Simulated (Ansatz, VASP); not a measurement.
**Two plane-wave programs on H14CO7**

```
CELL_PARAMETERS angstrom
6.00832 0.00000 0.00000
0.00000 6.00832 0.00000
0.00000 0.00000 6.00832
ATOMIC_POSITIONS crystal
O 0.30825 0.71216 0.59654
O 0.55555 0.91515 0.05583
O 0.11891 0.98040 0.14298
O 0.76614 0.94102 0.65672
O 0.42598 0.48145 0.97248
O 0.50368 0.20695 0.39683
O 0.91134 0.58121 0.13428
H 0.18837 0.81126 0.64198
H 0.32846 0.61420 0.72756
H 0.64128 0.94001 0.91639
H 0.39692 0.94170 0.02207
H 0.18921 0.99149 0.28871
H 0.03453 0.83827 0.14772
H 0.70885 0.07519 0.58110
H 0.65729 0.83059 0.60437
H 0.50961 0.61565 0.02044
H 0.53892 0.37997 0.91693
H 0.46552 0.34573 0.32116
H 0.54110 0.10611 0.26986
H 0.92689 0.26149 0.23975
H 0.05459 0.48776 0.42683
C 0.96432 0.43966 0.27119
```

Alike in both runs: functional PBE; dispersion D3(BJ); k mesh 1 × 1 × 1; occupations fermi-dirac, width 0.02 eV; no spin polarisation.

Ansatz relaxed the structure, and its values are those at the end. VASP's run is a single point on that final structure, the one shown.

|  | VASP | Ansatz |
| --- | --- | --- |
| version | VASP 6.6.1 | Ansatz 0.2.0 |
| potentials or method | VASP PAW PBE potentials, release 64 (O, H, C), cutoff 520 eV | scalar-relativistic, plane waves, PAW |
| valence electrons in the cell | 60 | 60 |

```csv
,VASP,Ansatz,Ansatz less VASP
gap on the k mesh at the Fermi level (eV),3.65,3.66,+0.005
rms of the force components (eV/Å),0.079,0.068,-0.0108
```

Ansatz's warnings: xc potential rough in thin density.

Noted on VASP's run: the standard files for N, O and F lose accuracy on very short bonds.
